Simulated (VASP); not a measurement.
# Rh (Fm-3m) in VASP: further runs

The runs below take Rh through single point, with PBE+D3(BJ), PBE+D4, RPBE+D4, PBE.

Everything below comes from runs of VASP 6.6.1. Logs are shortened: lines on timing, memory, paths and dates and some standing lists are left out, and cuts for length are marked.

## Step 1: The cell of the first run

The structure is cubic, space group Fm-3m (No. 225). The conventional cell has a = 3.793 Å, b = 3.793 Å, c = 3.793 Å, α = 90.00°, β = 90.00°, γ = 90.00°. Rh (site symmetry m-3m) has 12 Rh at 2.68 Å within 3.5 Å.

## Step 2: Single point, PBE+D3(BJ)

Contents of INCAR:

```
ALGO     = Normal         # electronic algorithm
EDIFF    = 1E-7           # SCF threshold, eV
ENCUT    = 520            # plane-wave cutoff, eV
GGA      = PE             # functional
ISIF     = 2              # what is computed and relaxed
ISMEAR   = -1             # smearing method
IVDW     = 12             # dispersion correction
LASPH    = T              # aspherical terms in the spheres
LCHARG   = T              # write CHGCAR
LELF     = T              # ELF
LREAL    = F              # projectors in reciprocal space
LVHAR    = T            
LWAVE    = F              # write WAVECAR
NBANDS   = 14             # bands
NELM     = 100            # most SCF steps
PREC     = Accurate       # precision mode
SIGMA    = 0.05           # smearing width, eV
```

Contents of KPOINTS:

```
k-points
0
Gamma
  12 12 12
```

Contents of POSCAR:

```
Rh
1.0
    0.0000000000      1.8963432786      1.8963432786
    1.8963432786      0.0000000000      1.8963432786
    1.8963432786      1.8963432786      0.0000000000
Rh
1
Direct
    0.0000000000      0.0000000000      0.0000000000
```

Potentials or basis: VASP PAW PBE potentials, release 64 (Rh_pv).

Started as:

```sh
$ cat potpaw_PBE.64/Rh_pv/POTCAR > POTCAR
$ mpirun -np 1 vasp_std > vasp.out
```

OUTCAR:

```text
EDIFF = 1E-7
   ENCUT = 520
   GGA = PE
   ISIF = 2
   ISMEAR = -1
   IVDW = 12
   LASPH = T
   LREAL = F
   NELM = 100
   PREC = Accurate
 IVDW          = 12

 ion  position               nearest neighbor table
   1  0.000  0.000  0.000-

  LATTYP: Found a face centered cubic cell.
 ALAT       =     3.7926865572

  Lattice vectors:

 A1 = (   0.0000000000,   1.8963432786,   1.8963432786)
 A2 = (   1.8963432786,   0.0000000000,   1.8963432786)
 A3 = (   1.8963432786,   1.8963432786,   0.0000000000)

Analysis of symmetry for initial positions (statically):
=====================================================================
 Subroutine PRICEL returns:
 Original cell was already a primitive cell.

 Routine SETGRP: Setting up the symmetry group for a
 face centered cubic supercell.

 Subroutine GETGRP returns: Found 48 space group operations
 (whereof 48 operations were pure point group operations)
 out of a pool of 48 trial point group operations.

The static configuration has the point symmetry O_h .

Analysis of symmetry for dynamics (positions and initial velocities):
=====================================================================
 Subroutine PRICEL returns:
 Original cell was already a primitive cell.

 Routine SETGRP: Setting up the symmetry group for a
 face centered cubic supercell.

 Subroutine GETGRP returns: Found 48 space group operations
 (whereof 48 operations were pure point group operations)
 out of a pool of 48 trial point group operations.

The dynamic configuration has the point symmetry O_h .

 Subroutine INISYM returns: Found 48 space group operations
 (whereof 48 operations are pure point group operations),
 and found     1 'primitive' translations

----------------------------------------------------------------------------------------

                                     Primitive cell

  volume of cell :      13.6389

  direct lattice vectors                    reciprocal lattice vectors
     0.000000000  1.896343279  1.896343279    -0.263665342  0.263665342  0.263665342
     1.896343279  0.000000000  1.896343279     0.263665342 -0.263665342  0.263665342
     1.896343279  1.896343279  0.000000000     0.263665342  0.263665342 -0.263665342

  length of vectors
     2.681834384  2.681834384  2.681834384     0.456681769  0.456681769  0.456681769

  position of ions in fractional coordinates (direct lattice)
     0.000000000  0.000000000  0.000000000

[... 81 lines left out ...]
   ISIF   =      2    stress and relaxation
   ISYM   =      2    0-nonsym 1-usesym 2-fastsym
   POTIM  = 0.5000    time-step for ionic-motion
   TEBEG  =    0.0;   TEEND  =   0.0 temperature during run
   PSTRESS=    0.0 pullay stress
   NELECT =      15.0000    total number of electrons
   NUPDOWN=      -1.0000    fix difference up-down
   EMIN   =  10.00;   EMAX   =-10.00  energy-range for DOS
   EFERMI =   0.00;   METHOD = LEGACY
   ISMEAR =    -1;   SIGMA  =   0.05  broadening in eV -4-tet -1-fermi 0-gaus
   EFERMI_NEDOS =   21; number of points for ismear=-14 and -15
   IALGO  =     38    algorithm
   IMIX   =      4    mixing-type and parameters
     AMIX     =   0.40;   BMIX     =  1.00
     AMIX_MAG =   1.60;   BMIX_MAG =  1.00
  volume/ion in A,a.u.               =      13.64        92.04
  Fermi-wavevector in a.u.,A,eV,Ry     =   1.689838  3.193330 38.852130  2.855551
  Thomas-Fermi vector in A             =   2.771892
   LORBIT       =      0    0 simple, 1 ext, 2 COOP (PROOUT), +10 PAW based schemes
   GGA     = PE    functional components
   LHFCALC =     F    Hartree Fock is set to
   AEXX    =    0.0000 exact exchange contribution
   IVDW    =    12    specifies the selected vdW correction
   LEPSILON=     F    determine dielectric tensor
   LRPA    =     F    only Hartree local field effects (RPA)
 non-spin polarized calculation
  energy-cutoff  :      520.00
  volume of cell :       13.64
 maximum number of plane-waves:       380
   NGX =  9   NGY =  9   NGZ =  9

 number of electron      15.0000007 magnetization

 Free energy of the ion-electron system (eV)
  ---------------------------------------------------
  ext. energy  EPLUGINS =         0.00000000
  ---------------------------------------------------
  free energy    TOTEN  =        -7.25547901 eV

  energy without entropy =       -7.24716917  energy(sigma->0) =       -7.25132409

 E-fermi :  12.0583     XC(G=0): -14.0866

 val. band max:       11.9753749842   @ k =  -0.3333   0.3333   0.0000
 cond. band min:      12.0891942168   @ k =   0.3333   0.1667   0.0000
 fundamental gap:      0.1138192326
 Fermi energy:        12.0583210521

 k-point     1 :       0.0000    0.0000    0.0000
  band No.  band energies     occupation
      1     -34.3633      2.00000
      2     -34.3633      2.00000
      3     -34.3633      2.00000
      4       4.0332      2.00000
      5       8.9233      2.00000
      6       8.9233      2.00000
      7       8.9233      2.00000
      8      11.0329      2.00000
      9      11.0329      2.00000
     10      28.0438      0.00000
     11      32.5166      0.00000
     12      33.5489      0.00000
     13      33.5489      0.00000
     14      33.5489      0.00000
[... 377 lines left out ...]
      1     -35.0457      2.00000
      2     -34.6040      2.00000
      3     -34.4951      2.00000
      4       6.5983      2.00000
      5       8.2519      2.00000
      6       9.5231      2.00000
      7       9.9605      2.00000
      8      12.2985      0.01628
      9      16.1983      0.00000
     10      20.8616      0.00000
     11      28.1320      0.00000
     12      31.0216      0.00000
     13      32.5192      0.00000
     14      32.7143      0.00000

 [... further k-points ...]

------------------------ aborting loop because EDIFF is reached ----------------------------------------

 Edisp (eV)   -0.65274

 E8    (eV) :    -0.2930

  FORCE on cell =-STRESS in cart. coord.  units (eV):
  Direction    XX          YY          ZZ          XY          YZ          ZX
  --------------------------------------------------------------------------------------
  -------------------------------------------------------------------------------------
  Total       0.00397     0.00397     0.00397     0.00000     0.00000     0.00000
  in kB       0.46612     0.46612     0.46612     0.00000     0.00000     0.00000
  external pressure =        0.47 kB  Pullay stress =        0.00 kB

 VOLUME and BASIS-vectors are now :
 -----------------------------------------------------------------------------
  energy-cutoff  :      520.00
  volume of cell :       13.64
      direct lattice vectors                 reciprocal lattice vectors
     0.000000000  1.896343279  1.896343279    -0.263665342  0.263665342  0.263665342
     1.896343279  0.000000000  1.896343279     0.263665342 -0.263665342  0.263665342
     1.896343279  1.896343279  0.000000000     0.263665342  0.263665342 -0.263665342

 POSITION                                       TOTAL-FORCE (eV/Angst)
 -----------------------------------------------------------------------------------
      0.00000      0.00000      0.00000        -0.000000      0.000000     -0.000000
 -----------------------------------------------------------------------------------
    total drift:                                0.000000      0.000000      0.000000

  FREE ENERGIE OF THE ION-ELECTRON SYSTEM (eV)
  ---------------------------------------------------
  free  energy   TOTEN  =        -7.9082227123 eV

  energy  without entropy=       -7.8999128700  energy(sigma->0) =       -7.90406779
```

Wall time 21 s (1 thread of Intel Xeon 8259CL, shared host); peak memory 0.14 GiB.

What came out:

* Free energy: -7.9082 eV
* Pressure: 0.0 GPa
* Dispersion energy per atom: -0.653 eV

Caveat: pairwise dispersion overbinds metals, which lowers pressure and volume.

## Step 3: Single point, PBE+D4

This run uses another cell than the first one, of 13.59 Å³/atom, 0.996 times its volume.

Contents of INCAR:

```
PREC = Accurate
ENCUT = 520
EDIFF = 1E-7
ISMEAR = -1
SIGMA = 0.05
LREAL = F
LASPH = T
NELM = 80
ALGO = Normal
ISIF = 2
LWAVE = F
LCHARG = F
GGA = PE
IVDW = 13
NBANDS = 14
```

Contents of KPOINTS:

```
regular mesh
0
Gamma
  12 12 12
```

Contents of POSCAR:

```
Rh
1.0
    0.0000000000      1.8940379171      1.8940379171
    1.8940379171      0.0000000000      1.8940379171
    1.8940379171      1.8940379171      0.0000000000
Rh
1
Direct
    0.0000000000      0.0000000000      0.0000000000
```

Potentials or basis: VASP PAW PBE potentials, release 64 (Rh_pv).

Started as:

```sh
$ cat potpaw_PBE.64/Rh_pv/POTCAR > POTCAR
$ mpirun -np 1 vasp_std > vasp.out
```

Run time: 22 s. Hardware: 1 thread of Intel Xeon 8259CL, shared host; peak memory 0.13 GiB.

The run converged. Its results:

| Property | Result |
| --- | --- |
| Free energy | -8.1069 eV |
| Pressure | 0.0 GPa |
| Dispersion energy per atom | -0.854 eV |

Levels at points of the mesh, in eV from the Fermi level:
| k point | band 4 | band 5 | band 6 | band 7 | band 8 | band 9 | band 10 | band 11 |
| --- | --- | --- | --- | --- | --- | --- | --- | --- |
| (0.00, 0.00, 0.00) | -8.05 | -3.15 | -3.15 | -3.15 | -1.03 | -1.03 | 15.98 | 20.45 |
| (0.50, 0.00, 0.00) | -6.23 | -3.23 | -3.23 | 0.56 | 0.56 | 0.71 | 8.75 | 15.49 |
| (0.50, 0.50, 0.00) | -6.44 | -6.07 | 0.53 | 0.98 | 0.98 | 3.27 | 12.41 | 13.39 |

Caveat: pairwise dispersion overbinds metals, which lowers pressure and volume.

## Step 4: Single point, RPBE+D4

This run uses another cell than the first one, of 13.39 Å³/atom, 0.982 times its volume.

Contents of INCAR:

```
ALGO = Normal
EDIFF = 1E-6
ENCUT = 520
GGA = RP
ISIF = 2
ISMEAR = -1
IVDW = 13
LASPH = T
LCHARG = T
LELF = T
LREAL = F
LVHAR = T
LWAVE = F
NBANDS = 14
NELM = 100
PREC = Accurate
SIGMA = 0.05
```

Contents of KPOINTS:

```
k-points
0
Gamma
  12 12 12
```

Contents of POSCAR:

```
Rh
1.0
    0.0000000000      1.8847162271      1.8847162271
    1.8847162271      0.0000000000      1.8847162271
    1.8847162271      1.8847162271      0.0000000000
Rh
1
Direct
    0.0000000000      0.0000000000      0.0000000000
```

Started as:

```sh
$ cat potpaw_PBE.64/Rh_pv/POTCAR > POTCAR
$ mpirun -np 1 vasp_std > vasp.out
```

Run time: 22 s. Hardware: 1 thread of Intel Xeon 8259CL, shared host; peak memory 0.13 GiB.

Results (log left out):

* Free energy: -8.2492 eV
* Pressure: 0.2 GPa
* Dispersion energy per atom: -1.677 eV

Levels at points of the mesh, in eV from the Fermi level:
| k point | band 3 | band 4 | band 5 | band 6 | band 7 | band 8 | band 9 | band 10 | band 11 | band 12 |
| --- | --- | --- | --- | --- | --- | --- | --- | --- | --- | --- |
| (0.00, 0.00, 0.00) | -46.46 | -8.13 | -3.22 | -3.22 | -3.22 | -1.06 | -1.06 | 15.98 | 20.46 | 21.61 |
| (0.50, 0.00, 0.00) | -46.57 | -6.34 | -3.31 | -3.31 | 0.57 | 0.57 | 0.72 | 8.93 | 15.49 | 20.46 |
| (0.50, 0.50, 0.00) | -46.75 | -6.58 | -6.20 | 0.54 | 1.01 | 1.01 | 3.32 | 12.62 | 13.52 | 13.52 |

Caveat: the PAW data sets were made with another functional, which shifts forces and pressure a little; pairwise dispersion overbinds metals, which lowers pressure and volume.

## Step 5: Single point, PBE

This run uses another cell than the first one, of 13.67 Å³/atom, 1.002 times its volume.

Contents of INCAR:

```
PREC = Accurate ; ENCUT = 520
EDIFF = 1E-7 ; ISMEAR = 0
SIGMA = 0.013000000000000001 ; LREAL = False
LASPH = True ; NELM = 100
ALGO = Normal ; ISIF = 2
LWAVE = False ; LCHARG = False
GGA = PE ; NBANDS = 14
```

Contents of KPOINTS:

```
Automatic mesh
0
Gamma
  12 12 12
```

Contents of POSCAR:

```
Rh
1.0
    0.0000000000      1.8978500000      1.8978500000
    1.8978500000      0.0000000000      1.8978500000
    1.8978500000      1.8978500000      0.0000000000
Rh
1
Direct
    0.0000000000      0.0000000000      0.0000000000
```

Potentials or basis: VASP PAW PBE potentials, release 64 (Rh_pv).

Started as:

```sh
$ cat potpaw_PBE.64/Rh_pv/POTCAR > POTCAR
$ mpirun -np 1 vasp_std > vasp.out
```

OUTCAR:

```text
PREC = Accurate
   ENCUT = 520
   EDIFF = 1E-7
   ISMEAR = 0
   LREAL = False
   LASPH = True
   NELM = 100
   ISIF = 2
   GGA = PE

 ion  position               nearest neighbor table
   1  0.000  0.000  0.000-

  LATTYP: Found a face centered cubic cell.
 ALAT       =     3.7957000000

  Lattice vectors:

 A1 = (   0.0000000000,   1.8978500000,   1.8978500000)
 A2 = (   1.8978500000,   0.0000000000,   1.8978500000)
 A3 = (   1.8978500000,   1.8978500000,   0.0000000000)

Analysis of symmetry for initial positions (statically):
=====================================================================
 Subroutine PRICEL returns:
 Original cell was already a primitive cell.

 Routine SETGRP: Setting up the symmetry group for a
 face centered cubic supercell.

 Subroutine GETGRP returns: Found 48 space group operations
 (whereof 48 operations were pure point group operations)
 out of a pool of 48 trial point group operations.

The static configuration has the point symmetry O_h .

Analysis of symmetry for dynamics (positions and initial velocities):
[... 170 lines left out ...]
      5       8.8903      2.00000
      6       8.8903      2.00000
      7       8.8903      2.00000
      8      10.9925      2.00000
      9      10.9925      2.00000
     10      28.0009      0.00000
     11      32.4794      0.00000
     12      33.4935      0.00000
     13      33.4935      0.00000
     14      33.4935      0.00000
[... 377 lines left out ...]
      1     -35.0802      2.00000
      2     -34.6422      2.00000
      3     -34.5342      2.00000
      4       6.5719      2.00000
      5       8.2224      2.00000
      6       9.4888      2.00000
      7       9.9237      2.00000
      8      12.2530      0.00000
      9      16.1454      0.00000
     10      20.7945      0.00000
     11      28.0745      0.00000
     12      30.9579      0.00000
     13      32.4819      0.00000
     14      32.6427      0.00000

 [... further k-points ...]

------------------------ aborting loop because EDIFF is reached ----------------------------------------

  FORCE on cell =-STRESS in cart. coord.  units (eV):
  Direction    XX          YY          ZZ          XY          YZ          ZX
  --------------------------------------------------------------------------------------
  -------------------------------------------------------------------------------------
  Total        0.6195655      0.6195655      0.6195655      0.0000000      0.0000000     -0.0000000
  in kB       72.6076113     72.6076113     72.6076113      0.0000000      0.0000000     -0.0000000
  external PRESSURE =      72.6076113 kB  Pullay stress =       0.0000000 kB

 VOLUME and BASIS-vectors are now :
 -----------------------------------------------------------------------------
  energy-cutoff  :      520.00
  volume of cell :       13.67
      direct lattice vectors                 reciprocal lattice vectors
     0.000000000  1.897850000  1.897850000    -0.263456016  0.263456016  0.263456016
     1.897850000  0.000000000  1.897850000     0.263456016 -0.263456016  0.263456016
     1.897850000  1.897850000  0.000000000     0.263456016  0.263456016 -0.263456016

 POSITION                                       TOTAL-FORCE (eV/Angst)
 -----------------------------------------------------------------------------------
      0.00000      0.00000      0.00000        -0.000000      0.000000     -0.000000
 -----------------------------------------------------------------------------------
    total drift:                                0.000000     -0.000000      0.000000

  FREE ENERGIE OF THE ION-ELECTRON SYSTEM (eV)
  ---------------------------------------------------
  free  energy   TOTEN  =        -7.2524062478 eV

  energy  without entropy=       -7.2522153373  energy(sigma->0) =       -7.25231079
```

OSZICAR:

```text
N       E                     dE             d eps       ncg     rms          rms(c)
DAV:   1     0.119765542493E+03    0.11977E+03   -0.89855E+03  2038   0.116E+03
DAV:   2    -0.609991417846E+01   -0.12587E+03   -0.11985E+03  2220   0.341E+02
DAV:   3    -0.775461012312E+01   -0.16547E+01   -0.16516E+01  2370   0.423E+01
DAV:   4    -0.776087902301E+01   -0.62689E-02   -0.62687E-02  2328   0.265E+00
DAV:   5    -0.776093378521E+01   -0.54762E-04   -0.54762E-04  2334   0.219E-01    0.103E+01
DAV:   6    -0.727388151142E+01    0.48705E+00   -0.78738E-01  2136   0.125E+01    0.358E+00
DAV:   7    -0.725606950383E+01    0.17812E-01   -0.18500E-02  2310   0.172E+00    0.167E+00
DAV:   8    -0.725260830972E+01    0.34612E-02   -0.39758E-03  2130   0.849E-01    0.243E-01
DAV:   9    -0.725240541328E+01    0.20290E-03   -0.15989E-04  2124   0.177E-01    0.115E-02
DAV:  10    -0.725240627038E+01   -0.85710E-06   -0.32458E-06  2324   0.228E-02    0.340E-03
DAV:  11    -0.725240624784E+01    0.22543E-07   -0.35735E-07  2226   0.822E-03
   1 F= -.72524062E+01 E0= -.72523108E+01  d E =-.190911E-03
```

It took 18 s on 1 thread of Intel Xeon 8259CL, shared host; peak memory 0.13 GiB.

What came out:

| Item | Value |
| --- | --- |
| Free energy | -7.2524 eV |
| Pressure | 7.3 GPa |

## Step 6: The runs side by side

| level | cell | smearing | gap on the mesh (eV) | pressure (GPa) |
| --- | --- | --- | --- | --- |
| PBE+D3(BJ) | a = 2.682 Å, angles 60.0°, 1 atom | fermi-dirac 0.05 eV | none | 0.0 |
| PBE+D4 | a = 2.679 Å, angles 60.0°, 1 atom | fermi-dirac 0.05 eV | none | 0.0 |
| RPBE+D4 | a = 2.665 Å, angles 60.0°, 1 atom | fermi-dirac 0.05 eV | none | 0.2 |
| PBE | a = 2.684 Å, angles 60.0°, 1 atom | gaussian 0.013 eV | none | 7.3 |

Alike in all rows: task single point; potentials or basis VASP PAW PBE potentials, release 64 (Rh_pv); no spin polarisation; k mesh 12 × 12 × 12; cutoff (eV) 520.

Caveats: pairwise dispersion overbinds metals, which lowers pressure and volume (some runs); the PAW data sets were made with another functional, which shifts forces and pressure a little (some runs).

Total energies depend on the potentials used, so only differences within one code and one set of settings carry meaning.
